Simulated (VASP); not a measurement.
Set up this calculation in VASP 6.6.1, as the native input.

* Task: single point
* Functional: PBE
* Potentials or basis: VASP PAW PBE potentials, release 64 (Si, O)
* Cutoff: 520 eV
* k mesh: 20 × 20 × 20
* Occupations: gaussian, width 0.1 eV
* Spin: no spin polarisation
* Dipole correction: no
* Further INCAR settings: ALGO = Normal; EDIFF = 1e-06; NBANDS = 12

The structure of SiO lies in POSCAR:

```
SiO
1.0
    2.8069738492      0.0000000000      0.0000000000
    0.0000000000      2.8069738492      0.0000000000
    0.0000000000      0.0000000000      2.8069738492
Si O
1 1
Direct
    0.0000000000      0.0000000000      0.0000000000
    0.5000000000      0.5000000000      0.5000000000
```

The cell was built from a structure type or drawn by symmetry, and may not be a known phase.

These files were run (other wordings do the same):

INCAR

```
PREC = Accurate ; ENCUT = 520
EDIFF = 1E-6 ; ISMEAR = 0
SIGMA = 0.1 ; LREAL = F
LASPH = T ; NELM = 100
ALGO = Normal ; ISIF = 2
LWAVE = F ; LCHARG = T
GGA = PE ; LELF = T
LVHAR = T ; NBANDS = 12
```

KPOINTS

```
regular mesh
0
Gamma
  20 20 20
```

Potentials or basis: VASP PAW PBE potentials, release 64 (Si, O).

Run with:

```console
$ cat potpaw_PBE.64/Si/POTCAR potpaw_PBE.64/O/POTCAR > POTCAR
$ mpirun -np 1 vasp_std > vasp.out
```

It gave:

| Property | Result |
| --- | --- |
| Pressure | -0.1 GPa |
| Band gap on the k mesh | zero (bands 5 and 6 overlap by 1.17 eV) |

Wall time 66 s on 1 thread of Intel Xeon 8259CL, with other jobs on the host, peak memory 0.19 GiB.
